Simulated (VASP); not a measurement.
A run of VASP 6.6.1:

File INCAR:

```
SYSTEM = Nb
PREC = Accurate
ENCUT = 520
EDIFF = 1E-6
ISMEAR = 0
SIGMA = 0.15
LREAL = .False.
LASPH = .True.
NELM = 60
ALGO = Normal
ISIF = 2
LWAVE = .False.
LCHARG = .False.
GGA = PE
NBANDS = 12
```

Contents of KPOINTS:

```
Automatic mesh
0
Gamma
  20 20 20
  0 0 0
```

The input POSCAR:

```
Nb
1.0
   -1.7055487500      1.7055487500      1.7055487500
    1.7055487500     -1.7055487500      1.7055487500
    1.7055487500      1.7055487500     -1.7055487500
Nb
1
Direct
    0.0000000000      0.0000000000      0.0000000000
```

Potentials or basis: VASP PAW PBE potentials, release 64 (Nb_sv).

Launch:

```console
$ cat potpaw_PBE.64/Nb_sv/POTCAR > POTCAR
$ mpirun -np 1 vasp_std > vasp.out
```

Hardware: 1 thread of Intel(R) Xeon(R) Platinum 8488C (Sapphire Rapids), on a shared host.

**Question.** How long does it take, and how much memory?

**Answer.** Run time: 26 s on 1 thread of Intel(R) Xeon(R) Platinum 8488C (Sapphire Rapids), with other jobs on the host, peak memory 0.18 GiB. Counts: scf iterations 12, k points 256.
